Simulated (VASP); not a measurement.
A run of VASP 6.6.1 is set up as follows.

The input INCAR:

```
SYSTEM = Lu
PREC = Accurate
ENCUT = 600
EDIFF = 1E-6
ISMEAR = -1
SIGMA = 0.08
LREAL = .False.
LASPH = .True.
NELM = 100
ALGO = Normal
ISIF = 3
LWAVE = .False.
LCHARG = .False.
GGA = PE
IBRION = 2
NSW = 32
EDIFFG = -0.005
PSTRESS = 510.0
```

File KPOINTS:

```
regular mesh
0
Gamma
  15 15 8
  0 0 0
```

File POSCAR:

```
Lu
1.0
    2.9294077187      0.0000000000      0.0000000000
   -1.4647038593      2.5369415024      0.0000000000
    0.0000000000      0.0000000000      4.7584029523
Lu
2
Direct
    0.3333333333      0.6666666667      0.2500000000
    0.6666666667      0.3333333333      0.7500000000
```

Potentials or basis: VASP PAW PBE potentials, release 64 (Lu).

Command:

```console
$ cat potpaw_PBE.64/Lu/POTCAR > POTCAR
$ mpirun -np 1 vasp_std > vasp.out
```

Problem. Estimate the space group after relaxing (to 0.1 Å).

Solution. P6_3/mmc (No. 194).

Problem. What does it give for the relaxed volume?

Solution. 17.81 Å³/atom.

Problem. Estimate the relaxed cell.

Solution. a = 2.937 Å, b = 2.937 Å, c = 4.766 Å, α = 90.00°, β = 90.00°, γ = 120.00°.

Problem. Predict the band gap on the k mesh.

Solution. Zero (bands 25 and 26 overlap by 3.14 eV).

Final structure:
```yaml
crystal:
  lattice:
    - [2.93731, 0.00000, 0.00000]
    - [-1.46866, 2.54379, 0.00000]
    - [0.00000, 0.00000, 4.76591]
  atoms:
    - { symbol: Lu, position: [0.33333, 0.66667, 0.25000] }
    - { symbol: Lu, position: [0.66667, 0.33333, 0.75000] }
```

Caveat: the cell is relaxed towards a set pressure, so the run minimises the enthalpy, not the energy; spin-orbit coupling is left out, which moves the levels of the heavy elements.
